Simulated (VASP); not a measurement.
# TaN (Fm-3m) in VASP: a series of runs

Runs on TaN. Level: PBEsol. Tasks: single point, relaxation of cell and atoms.

Program: VASP 6.6.1. These are calculated values, not measurements. Logs are shortened: lines on timing, memory, paths and dates and some standing lists are left out, and cuts for length are marked.

## 1. The cell of the first run

It takes space group Fm-3m (No. 225, cubic). The conventional cell has a = 4.245 Å, b = 4.245 Å, c = 4.245 Å, α = 90.00°, β = 90.00°, γ = 90.00°. Within 2.8 Å of Ta (site symmetry m-3m) lie 6 N at 2.12 Å. N (site symmetry m-3m) has 6 Ta at 2.12 Å within 2.8 Å.

## 2. Single point, PBEsol

INCAR reads:

```
SYSTEM = TaN
PREC = Accurate
ENCUT = 520
EDIFF = 1E-7
ISMEAR = -1
SIGMA = 0.15
LREAL = .FALSE.
LASPH = .TRUE.
NELM = 60
ALGO = Normal
ISIF = 2
LWAVE = .FALSE.
LCHARG = .TRUE.
GGA = PS
LELF = .TRUE.
LVHAR = .TRUE.
NBANDS = 15
```

KPOINTS reads:

```
Automatic mesh
0
G
  16 16 16
  0 0 0
```

POSCAR reads:

```
TaN
1.0
    0.0000000000      2.1224114881      2.1224114881
    2.1224114881      0.0000000000      2.1224114881
    2.1224114881      2.1224114881      0.0000000000
Ta N
1 1
Direct
    0.5000000000      0.5000000000      0.5000000000
    0.0000000000      0.0000000000      0.0000000000
```

Potentials or basis: VASP PAW PBE potentials, release 64 (Ta_pv, N).

Command:

```
cat potpaw_PBE.64/Ta_pv/POTCAR potpaw_PBE.64/N/POTCAR > POTCAR
mpirun -np 1 vasp_std > vasp.out
```

OUTCAR:

```text
SYSTEM = TaN
   PREC = Accurate
   ENCUT = 520
   EDIFF = 1E-7
   ISMEAR = -1
   LREAL = .FALSE.
   LASPH = .TRUE.
   NELM = 60
   ISIF = 2
   GGA = PS

 ion  position               nearest neighbor table
   1  0.500  0.500  0.500-   2 2.12   2 2.12   2 2.12   2 2.12   2 2.12   2 2.12
   2  0.000  0.000  0.000-   1 2.12   1 2.12   1 2.12   1 2.12   1 2.12   1 2.12

  LATTYP: Found a face centered cubic cell.
 ALAT       =     4.2448229762

  Lattice vectors:

 A1 = (   0.0000000000,   2.1224114881,   2.1224114881)
 A2 = (   2.1224114881,   0.0000000000,   2.1224114881)
 A3 = (   2.1224114881,   2.1224114881,   0.0000000000)

Analysis of symmetry for initial positions (statically):
=====================================================================
 Subroutine PRICEL returns:
 Original cell was already a primitive cell.

 Routine SETGRP: Setting up the symmetry group for a
 face centered cubic supercell.

 Subroutine GETGRP returns: Found 48 space group operations
 (whereof 48 operations were pure point group operations)
 out of a pool of 48 trial point group operations.

The static configuration has the point symmetry O_h .

Analysis of symmetry for dynamics (positions and initial velocities):
=====================================================================
 Subroutine PRICEL returns:
 Original cell was already a primitive cell.

 Routine SETGRP: Setting up the symmetry group for a
 face centered cubic supercell.

 Subroutine GETGRP returns: Found 48 space group operations
 (whereof 48 operations were pure point group operations)
 out of a pool of 48 trial point group operations.

The dynamic configuration has the point symmetry O_h .

 Subroutine INISYM returns: Found 48 space group operations
 (whereof 48 operations are pure point group operations),
 and found     1 'primitive' translations

----------------------------------------------------------------------------------------

                                     Primitive cell

  volume of cell :      19.1214

  direct lattice vectors                    reciprocal lattice vectors
     0.000000000  2.122411488  2.122411488    -0.235581084  0.235581084  0.235581084
     2.122411488  0.000000000  2.122411488     0.235581084 -0.235581084  0.235581084
     2.122411488  2.122411488  0.000000000     0.235581084  0.235581084 -0.235581084

  length of vectors
     3.001543111  3.001543111  3.001543111     0.408038408  0.408038408  0.408038408

  position of ions in fractional coordinates (direct lattice)
     0.500000000  0.500000000  0.500000000
     0.000000000  0.000000000  0.000000000

  ion indices of the primitive-cell ions
   primitive index   ion index
                 1           1
                 2           2

----------------------------------------------------------------------------------------

 KPOINTS: Automatic mesh

Automatic generation of k-mesh.
 Grid dimensions read from file:
 generate k-points for:   16   16   16

 Generating k-lattice:

  Cartesian coordinates                     Fractional coordinates (reciprocal lattice)
    -0.014723818  0.014723818  0.014723818     0.062500000  0.000000000  0.000000000
     0.014723818 -0.014723818  0.014723818     0.000000000  0.062500000  0.000000000
     0.014723818  0.014723818 -0.014723818     0.000000000  0.000000000  0.062500000

  Length of vectors
     0.025502400  0.025502400  0.025502400

  Shift w.r.t. Gamma in fractional coordinates (k-lattice)
     0.000000000  0.000000000  0.000000000

 Subroutine IBZKPT returns following result:
 ===========================================

 Found    145 irreducible k-points:

 Following reciprocal coordinates:
            Coordinates               Weight
  0.000000  0.000000  0.000000      1.000000
  0.062500  0.000000  0.000000      8.000000
  0.125000  0.000000  0.000000      8.000000
  0.187500  0.000000  0.000000      8.000000
  0.250000  0.000000  0.000000      8.000000
  0.312500  0.000000  0.000000      8.000000
[... 16 lines left out ...]
 -0.125000  0.062500  0.000000     24.000000
 -0.062500  0.062500  0.000000     12.000000
 [... further k-points ...]
   k-points           NKPTS =    145   k-points in BZ     NKDIM =    145   number of bands    NBANDS=     15
   number of dos      NEDOS =    301   number of ions     NIONS =      2
   total plane-waves  NPLWV =  13824
   dimension x,y,z NGX =    24 NGY =   24 NGZ =   24
   dimension x,y,z NGXF=    48 NGYF=   48 NGZF=   48
   ions per type =               1   1
   NGX,Y,Z   is equivalent  to a cutoff of  13.29, 13.29, 13.29 a.u.
   NGXF,Y,Z  is equivalent  to a cutoff of  26.59, 26.59, 26.59 a.u.
 SYSTEM =  TaN
   PREC   = accura    normal or accurate (medium, high low for compatibility)
   ISTART =      0    job   : 0-new  1-cont  2-samecut
   ICHARG =      2    charge: 1-file 2-atom 10-const
   ISPIN  =      1    spin polarized calculation?
   LNONCOLLINEAR =      F non collinear calculations
   LSORBIT =      F    spin-orbit coupling
   LASPH  =      T    aspherical Exc in radial PAW
   ENCUT  =  520.0 eV  38.22 Ry    6.18 a.u.   5.58  5.58  5.58*2*pi/ulx,y,z
   NELM   =     60;   NELMIN=  2; NELMDL= -5     # of ELM steps
   EDIFF  = 0.1E-06   stopping-criterion for ELM
   LREAL  =      F    real-space projection
   EDIFFG = 0.1E-05   stopping-criterion for IOM
   NSW    =      0    number of steps for IOM
   IBRION =     -1    ionic relax: 0-MD 1-quasi-New 2-CG
   NFREE  =      0    steps in history (QN), initial steepest desc. (CG)
   ISIF   =      2    stress and relaxation
   ISYM   =      2    0-nonsym 1-usesym 2-fastsym
   POTIM  = 0.5000    time-step for ionic-motion
   TEBEG  =    0.0;   TEEND  =   0.0 temperature during run
   PSTRESS=    0.0 pullay stress
   NELECT =      16.0000    total number of electrons
   NUPDOWN=      -1.0000    fix difference up-down
   EMIN   =  10.00;   EMAX   =-10.00  energy-range for DOS
   EFERMI =   0.00;   METHOD = LEGACY
   ISMEAR =    -1;   SIGMA  =   0.15  broadening in eV -4-tet -1-fermi 0-gaus
   EFERMI_NEDOS =   21; number of points for ismear=-14 and -15
   IALGO  =     38    algorithm
   IMIX   =      4    mixing-type and parameters
     AMIX     =   0.40;   BMIX     =  1.00
     AMIX_MAG =   1.60;   BMIX_MAG =  1.00
  volume/ion in A,a.u.               =       9.56        64.52
  Fermi-wavevector in a.u.,A,eV,Ry     =   1.542678  2.915238 32.379892  2.379855
  Thomas-Fermi vector in A             =   2.648448
   LORBIT       =      0    0 simple, 1 ext, 2 COOP (PROOUT), +10 PAW based schemes
   GGA     = PS    functional components
   LHFCALC =     F    Hartree Fock is set to
   AEXX    =    0.0000 exact exchange contribution
   IVDW    =     0    specifies the selected vdW correction
   LEPSILON=     F    determine dielectric tensor
   LRPA    =     F    only Hartree local field effects (RPA)
 non-spin polarized calculation
  energy-cutoff  :      520.00
  volume of cell :       19.12
 maximum number of plane-waves:       533
   NGX = 11   NGY = 11   NGZ = 11

 number of electron      15.9999999 magnetization

 Free energy of the ion-electron system (eV)
  ---------------------------------------------------
  ext. energy  EPLUGINS =         0.00000000
  ---------------------------------------------------
  free energy    TOTEN  =       -23.01343878 eV

  energy without entropy =      -22.95901798  energy(sigma->0) =      -22.98622838

 E-fermi :  10.6090     XC(G=0): -14.1826

 val. band max:       10.6061792091   @ k =  -0.3125   0.3125   0.1250
 cond. band min:      10.6170999642   @ k =  -0.4375   0.1875   0.0000
 fundamental gap:      0.0109207552
 Fermi energy:        10.6089888296

 k-point     1 :       0.0000    0.0000    0.0000
  band No.  band energies     occupation
      1     -24.8743      2.00000
      2     -24.8743      2.00000
      3     -24.8743      2.00000
      4      -9.0765      2.00000
      5       6.5210      2.00000
      6       6.5210      2.00000
      7       6.5210      2.00000
      8       8.1695      2.00000
      9       8.1695      2.00000
     10       8.1695      2.00000
     11      10.6675      0.80741
     12      10.6675      0.80741
     13      13.1412      0.00000
     14      20.0290      0.00000
     15      23.2417      0.00000

 k-point     2 :       0.0625    0.0000    0.0000
  band No.  band energies     occupation
      1     -24.9287      2.00000
      2     -24.8787      2.00000
      3     -24.8787      2.00000
      4      -8.9566      2.00000
      5       5.9558      2.00000
      6       6.1146      2.00000
      7       6.1146      2.00000
      8       8.3550      2.00000
      9       8.3550      2.00000
     10       8.4535      2.00000
     11      11.1306      0.05993
     12      11.1306      0.05993
     13      13.4213      0.00000
     14      20.3702      0.00000
     15      23.2415      0.00000

 k-point     3 :       0.1250    0.0000    0.0000
  band No.  band energies     occupation
      1     -25.0808      2.00000
      2     -24.8915      2.00000
      3     -24.8915      2.00000
      4      -8.6122      2.00000
      5       4.8383      2.00000
      6       5.2966      2.00000
      7       5.2966      2.00000
      8       8.7763      1.99999
      9       8.7763      1.99999
     10       8.8663      1.99998
     11      12.2407      0.00004
     12      12.2407      0.00004
     13      14.1483      0.00000
     14      21.3224      0.00000
     15      23.2409      0.00000

 k-point     4 :       0.1875    0.0000    0.0000
  band No.  band energies     occupation
      1     -25.3004      2.00000
      2     -24.9104      2.00000
      3     -24.9104      2.00000
      4      -8.0844      2.00000
      5       3.5939      2.00000
      6       4.4402      2.00000
      7       4.4402      2.00000
      8       9.2707      1.99973
      9       9.3799      1.99945
     10       9.3799      1.99945
     11      13.6381      0.00000
     12      13.6381      0.00000
     13      15.0777      0.00000
     14      22.6535      0.00000
     15      23.2404      0.00000
[... 307 lines left out ...]
 k-point    22 :      -0.1875    0.0625    0.0000
  band No.  band energies     occupation
      1     -25.3907      2.00000
      2     -24.9680      2.00000
      3     -24.9004      2.00000
      4      -7.8097      2.00000
      5       2.9766      2.00000
      6       3.8860      2.00000
      7       4.4558      2.00000
      8       9.2817      1.99971
      9       9.3340      1.99959
     10      10.4396      1.51138
     11      13.1508      0.00000
     12      14.9752      0.00000
     13      15.7419      0.00000
     14      23.2252      0.00000
     15      23.3307      0.00000

 k-point    23 :      -0.1250    0.0625    0.0000
  band No.  band energies     occupation
      1     -25.1684      2.00000
      2     -24.9384      2.00000
      3     -24.8841      2.00000
      4      -8.3662      2.00000
      5       4.1228      2.00000
      6       4.6604      2.00000
      7       5.2165      2.00000
      8       8.7066      1.99999
      9       8.9950      1.99996
     10       9.6689      1.99621
     11      11.9512      0.00026
     12      13.5059      0.00000
     13      14.7765      0.00000
     14      21.9953      0.00000
     15      23.2403      0.00000

 k-point    24 :      -0.0625    0.0625    0.0000
  band No.  band energies     occupation
      1     -25.0038      2.00000
      2     -24.9071      2.00000
      3     -24.8765      2.00000
      4      -8.7644      2.00000
      5       5.1974      2.00000
      6       5.4769      2.00000
      7       5.8709      2.00000
      8       8.3679      2.00000
      9       8.6488      2.00000
     10       8.9979      1.99996
     11      11.2125      0.03515
     12      12.1631      0.00006
     13      13.9031      0.00000
     14      20.9130      0.00000
     15      23.2412      0.00000

 [... further k-points ...]

------------------------ aborting loop because EDIFF is reached ----------------------------------------

  FORCE on cell =-STRESS in cart. coord.  units (eV):
  Direction    XX          YY          ZZ          XY          YZ          ZX
  --------------------------------------------------------------------------------------
  -------------------------------------------------------------------------------------
  Total        4.9678059      4.9678059      4.9678059      0.0000000      0.0000000     -0.0000000
  in kB      416.2521040    416.2521040    416.2521040      0.0000000      0.0000000     -0.0000000
  external PRESSURE =     416.2521040 kB  Pullay stress =       0.0000000 kB

 VOLUME and BASIS-vectors are now :
 -----------------------------------------------------------------------------
  energy-cutoff  :      520.00
  volume of cell :       19.12
      direct lattice vectors                 reciprocal lattice vectors
     0.000000000  2.122411488  2.122411488    -0.235581084  0.235581084  0.235581084
     2.122411488  0.000000000  2.122411488     0.235581084 -0.235581084  0.235581084
     2.122411488  2.122411488  0.000000000     0.235581084  0.235581084 -0.235581084

 POSITION                                       TOTAL-FORCE (eV/Angst)
 -----------------------------------------------------------------------------------
      2.12241      2.12241      2.12241         0.000000     -0.000000      0.000000
      0.00000      0.00000      0.00000        -0.000000      0.000000     -0.000000
 -----------------------------------------------------------------------------------
    total drift:                                0.000000     -0.000000     -0.000000

  FREE ENERGIE OF THE ION-ELECTRON SYSTEM (eV)
  ---------------------------------------------------
  free  energy   TOTEN  =       -23.0134387830 eV

  energy  without entropy=      -22.9590179846  energy(sigma->0) =      -22.98622838
```

Run time: 64 s. Hardware: 1 thread of Intel Xeon 8259CL, shared host; peak memory 0.17 GiB.

What came out:

* Free energy: -23.0134 eV
* Pressure: 41.6 GPa
* Band gap on the k mesh: zero (bands 8 and 9 overlap by 4.71 eV)

Levels at points of the mesh, in eV from the Fermi level:
```
           k point  band 6  band 7  band 8  band 9  band 10  band 11
(0.00, 0.00, 0.00)   -4.09   -4.09   -2.44   -2.44    -2.44     0.06
(0.50, 0.00, 0.00)   -8.38   -8.38    2.27    2.27     2.38     4.18
(0.50, 0.50, 0.00)   -6.27   -4.83   -4.83    2.47     4.22     4.22
```

Caveat: the cell stands under pressure; the PAW data sets were made with another functional, which shifts forces and pressure a little; spin-orbit coupling is left out, which moves the levels of the heavy elements.

## 3. Relaxation of cell and atoms, PBEsol, target pressure 40 GPa, at which the enthalpy is minimised

This run uses another cell than the first one, of 10.48 Å³/atom.

INCAR reads:

```
PREC     = Accurate       # precision mode
ENCUT    = 600            # plane-wave cutoff, eV
EDIFF    = 1E-6           # SCF threshold, eV
ISMEAR   = -1             # smearing method
SIGMA    = 0.15           # smearing width, eV
LREAL    = F              # projectors in reciprocal space
LASPH    = T              # aspherical terms in the spheres
NELM     = 60             # most SCF steps
ALGO     = Normal         # electronic algorithm
ISIF     = 3              # what is computed and relaxed
LWAVE    = F              # write WAVECAR
LCHARG   = F              # write CHGCAR
GGA      = PS             # functional
IBRION   = 2              # ionic algorithm
NSW      = 80             # ionic steps
EDIFFG   = -0.001         # ionic threshold
PSTRESS  = 400.0
```

KPOINTS reads:

```
regular mesh
0
Gamma
  16 16 16
```

POSCAR reads:

```
TaN
1.0
    0.0000000000      2.1884211802      2.1884211802
    2.1884211802      0.0000000000      2.1884211802
    2.1884211802      2.1884211802      0.0000000000
Ta N
1 1
Direct
    0.5000000000      0.5000000000      0.5000000000
    0.0000000000      0.0000000000      0.0000000000
```

Potentials or basis: VASP PAW PBE potentials, release 64 (Ta_pv, N).

Command:

```
cat potpaw_PBE.64/Ta_pv/POTCAR potpaw_PBE.64/N/POTCAR > POTCAR
mpirun -np 1 vasp_std > vasp.out
```

It took 6.2 min on 1 thread of Intel Xeon 8259CL, shared host; peak memory 0.21 GiB.

Results (log left out):

```yaml
Free_energy: -23.0325 eV
Relaxed_volume: 9.59 Å³/atom
Relaxed_cell: a = 3.004 Å, b = 3.004 Å, c = 3.004 Å, α = 60.00°, β = 60.00°, γ = 60.00°
Space_group_after_relaxing_to_0.1_Å: Fm-3m (No. 225)
Energy_change_on_relaxing_the_run_minimises_the_enthalpy: +105.6 meV/atom
Ionic_steps: 8
Pressure_after_relaxing: 40.0 GPa
Band_gap_on_the_k_mesh: zero (bands 8 and 9 overlap by 4.69 eV)
```

Step by step:
```tsv
step	energy change (eV)	largest force (eV/Å)	pressure (GPa)	volume (Å³)
1	0.0000	0.0000	0.89	20.96
2	5.1224	0.0000	339.62	14.12
3	0.1598	0.0000	34.10	19.40
4	0.1944	0.0000	38.14	19.24
5	0.2112	0.0000	40.02	19.17
6	0.2104	0.0000	39.95	19.18
7	0.2110	0.0000	39.94	19.18
8	0.2111	0.0000	40.00	19.18
```

Final structure:
```
Ta N
1.0
     0.00000    2.12440    2.12440
     2.12440    0.00000    2.12440
     2.12440    2.12440    0.00000
Ta N
1 1
Direct
  0.50000 0.50000 0.50000
  0.00000 0.00000 0.00000
```

Levels at points of the mesh, in eV from the Fermi level:
```csv
k point,band 5,band 6,band 7,band 8,band 9,band 10,band 11,band 12
"(0.00, 0.00, 0.00)",-4.08,-4.08,-4.08,-2.43,-2.43,-2.43,0.06,0.06
"(0.50, 0.00, 0.00)",-11.27,-8.36,-8.36,2.26,2.26,2.37,4.17,8.73
"(0.50, 0.50, 0.00)",-6.78,-6.25,-4.83,-4.83,2.46,4.20,4.20,5.76
```

Caveat: the cell is relaxed towards a set pressure, so the run minimises the enthalpy, not the energy; the highest band is partly filled, so the run has too few bands; the PAW data sets were made with another functional, which shifts forces and pressure a little; spin-orbit coupling is left out, which moves the levels of the heavy elements.

## 4. Single point, PBEsol

This run uses another cell than the first one, of 10.15 Å³/atom.

INCAR reads:

```
SYSTEM = TaN
PREC = Accurate
ENCUT = 700
EDIFF = 1E-6
ISMEAR = 0
SIGMA = 0.1
LREAL = .False.
LASPH = .True.
NELM = 120
ALGO = Normal
ISIF = 2
LWAVE = .False.
LCHARG = .False.
GGA = PS
NBANDS = 16
GGA_COMPAT = .False.
```

KPOINTS reads:

```
Automatic mesh
0
Gamma
  16 16 16
  0 0 0
```

POSCAR reads:

```
TaN
1.0
    0.0000000000      2.1652730002      2.1652730002
    2.1652730002      0.0000000000      2.1652730002
    2.1652730002      2.1652730002      0.0000000000
Ta N
1 1
Direct
    0.5000000000      0.5000000000      0.5000000000
    0.0000000000      0.0000000000      0.0000000000
```

Potentials or basis: VASP PAW PBE potentials, release 64 (Ta_sv_GW, N).

Command:

```
cat potpaw_PBE.64/Ta_sv_GW/POTCAR potpaw_PBE.64/N/POTCAR > POTCAR
mpirun -np 1 vasp_std > vasp.out
```

Run time: 40 s. Hardware: 1 thread of Intel Xeon Platinum 8488C (Sapphire Rapids), shared host; peak memory 0.23 GiB.

It converged, with:

```yaml
Free_energy: -25.7364 eV
Pressure: 12.0 GPa
Band_gap_on_the_k_mesh: zero (bands 9 and 10 overlap by 4.32 eV)
```

Levels at points of the mesh, in eV from the Fermi level:
```
           k point  band 7  band 8  band 9  band 10  band 11  band 12
(0.00, 0.00, 0.00)   -3.92   -3.92   -2.24    -2.24    -2.24     0.06
(0.50, 0.00, 0.00)   -7.92   -7.92    2.07     2.07     2.17     3.93
(0.50, 0.50, 0.00)   -5.81   -4.70   -4.70     2.27     3.86     3.86
```

Caveat: the cell stands under pressure; the PAW data sets were made with another functional, which shifts forces and pressure a little; spin-orbit coupling is left out, which moves the levels of the heavy elements.

[end of part 1 of 2]
